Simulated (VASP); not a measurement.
RbCl, 2 atoms in the cell. Symmetry: Immm, No. 71, orthorhombic system. Conventional cell: a = 4.619 Å, b = 4.642 Å, c = 6.548 Å, α = 90.00°, β = 90.00°, γ = 90.00°. Rb (site symmetry mmm) has 6 Cl at 3.27 Å within 4.3 Å. Within 4.3 Å of Cl (site symmetry mmm) lie 6 Rb at 3.27 Å.  This cell differs from its parent crystal: strain +0.0050 x Voigt [0, 0, 0, 0, 0, 1].

- Program: VASP 6.6.1
- Task: single point
- Functional: PBE
- Potentials or basis: VASP PAW PBE potentials, release 64 (Rb_sv, Cl)
- Cutoff: 500 eV
- k mesh: 6 × 6 × 6
- Occupations: gaussian, width 0.05 eV
- Spin: no spin polarisation
- Dipole correction: no
- Further INCAR settings: ALGO = Normal; EDIFF = 1e-06; NBANDS = 15

Potentials or basis: VASP PAW PBE potentials, release 64 (Rb_sv, Cl).

Command:

```console
$ cat potpaw_PBE.64/Rb_sv/POTCAR potpaw_PBE.64/Cl/POTCAR > POTCAR
$ mpirun -np 1 vasp_std > vasp.out
```

Hardware: 1 thread of Intel(R) Xeon(R) 6975P-C (Granite Rapids), on a shared host.

Q: Estimate the wall time of this run.

A: It took 17 s on 1 thread of Intel(R) Xeon(R) 6975P-C (Granite Rapids) (shared host), peak memory 0.21 GiB. Counts: scf iterations 13, k points 46.
